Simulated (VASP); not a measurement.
Wanted: the native input for a VASP 6.6.1 run.

* Task: single point
* Functional: LDA
* Potentials or basis: VASP PAW LDA potentials, release 64 (Ta_pv, N)
* Cutoff: 520 eV
* k mesh: 4 × 4 × 7
* Occupations: gaussian, width 0.05 eV
* Spin: collinear spin, ferromagnetic start
* Starting moments: [1.0, 1.0, 1.0, 0.0, 0.0, 0.0] μB
* Fixed moment: 3 μB
* Hubbard terms: Ta d U = 4.0 eV
* Dipole correction: no
* Further INCAR settings: ALGO = Normal; EDIFF = 1e-07; NBANDS = 37

The structure of TaN lies in POSCAR:

```
TaN
1.0
    5.1850002000      0.0000000000      0.0000000000
   -2.5925001000      4.4903418900      0.0000000000
    0.0000000000      0.0000000000      2.9080005300
Ta N
3 3
Direct
    0.0000000000      0.0000000000      0.0000000000
    0.3333333333      0.6666666667      0.5000000000
    0.6666666667      0.3333333333      0.5000000000
    0.5000000000      0.0000000000      0.0000000000
    0.5000000000      0.5000000000      0.0000000000
    0.0000000000      0.5000000000      0.0000000000
```

These files were run (other wordings do the same):

INCAR

```
  PREC = Accurate
  ENCUT = 520
  EDIFF = 1E-7
  ISMEAR = 0
  SIGMA = 0.05
  LREAL = False
  LASPH = True
  NELM = 150
  ALGO = Normal
  ISIF = 2
  LWAVE = False
  LCHARG = False
  ISPIN = 2
  MAGMOM = 1 1 1 0 0 0
  LORBIT = 11
  NUPDOWN = 3.0
  LMAXMIX = 4
  LDAU = True
  LDAUTYPE = 2
  LDAUL = 2 -1
  LDAUU = 4 0
  LDAUJ = 0 0
  LDAUPRINT = 1
  NBANDS = 37
```

KPOINTS

```
Automatic mesh
0
Gamma
  4 4 7
```

Potentials or basis: VASP PAW LDA potentials, release 64 (Ta_pv, N).

Run with:

```bash
$ cat potpaw_LDA.64/Ta_pv/POTCAR potpaw_LDA.64/N/POTCAR > POTCAR
$ mpirun -np 1 vasp_std > vasp.out
```

It gave:

| Item | Value |
| --- | --- |
| Pressure | 16.5 GPa |
| Net moment | 3.00 μB per cell |
| Site moments | Ta +1.32, +0.32; N +0.06 μB |
| Valence electrons inside the program's atomic spheres | Ta 8.64, 8.99; N 3.80 |

Caveat: the total moment is fixed, so each spin has its own Fermi level.

It took 45 s on 1 thread of Intel(R) Xeon(R) 6975P-C (Granite Rapids), on a shared host, peak memory 0.2 GiB.
